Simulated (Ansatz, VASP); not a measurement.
## SnTe: VASP beside Ansatz

The input INCAR:

```
ALGO = Normal
EDIFF = 1E-7
ENCUT = 520
GGA = PE
ISIF = 2
ISMEAR = 0
LASPH = T
LCHARG = F
LREAL = F
LWAVE = F
NBANDS = 28
NELM = 80
PREC = Accurate
SIGMA = 0.01
```

Contents of KPOINTS:

```
k-points
0
Gamma
  6 6 4
```

Contents of POSCAR:

```
SnTe
1.0
    5.4731596329      0.0000000000      0.0000000000
   -2.7365798165      4.7398952811      0.0000000000
    0.0000000000      0.0000000000      6.5364094777
Sn Te
2 2
Direct
    0.3333333333      0.6666666667      0.2500000000
    0.6666666667      0.3333333333      0.7500000000
    0.6666666667      0.3333333333      0.2500000000
    0.3333333333      0.6666666667      0.7500000000
```

Input for Ansatz:

```yaml
crystal:
  lattice:
    - [5.4731596329, 0.0, 0.0]
    - [-2.7365798165, 4.7398952811, 0.0]
    - [0.0, 0.0, 6.5364094777]
  atoms:
    - { symbol: Sn, position: [0.3333333333, 0.6666666667, 0.25] }
    - { symbol: Sn, position: [0.6666666667, 0.3333333333, 0.75] }
    - { symbol: Te, position: [0.6666666667, 0.3333333333, 0.25] }
    - { symbol: Te, position: [0.3333333333, 0.6666666667, 0.75] }
kpoints:
  mp_grid: { grid: [6, 6, 4] }
hamiltonian:
  xc: pbe
scf:
  occupations: { method: fixed }
  n_extra_bands: 5
output:
  forces: true
  stress: true
  eigenvalues: true
```

Alike in both runs: task single point; functional PBE; k mesh 6 × 6 × 4; no spin polarisation.

|  | VASP | Ansatz |
| --- | --- | --- |
| version | VASP 6.6.1 | Ansatz 0.2.0 |
| potentials or method | VASP PAW PBE potentials, release 64 (Sn_d, Te) | plane waves, PAW |
| plane-wave cutoff (eV) | 520 | 420 |
| occupations | gaussian, width 0.01 eV | fixed |
| valence electrons in the cell | 40 | 60 |

|  | VASP | Ansatz | Ansatz less VASP |
| --- | --- | --- | --- |
| gap on the k mesh at the Fermi level (eV) | 0.54 | 0.54 | +0.002 |
| pressure (GPa) | -0.8 | -0.8 | +0.02 |

VASP's potentials hold 40 valence electrons a cell and Ansatz's 60, so a difference there can come from the potentials and not from the codes.

Neither program's run includes spin-orbit coupling.
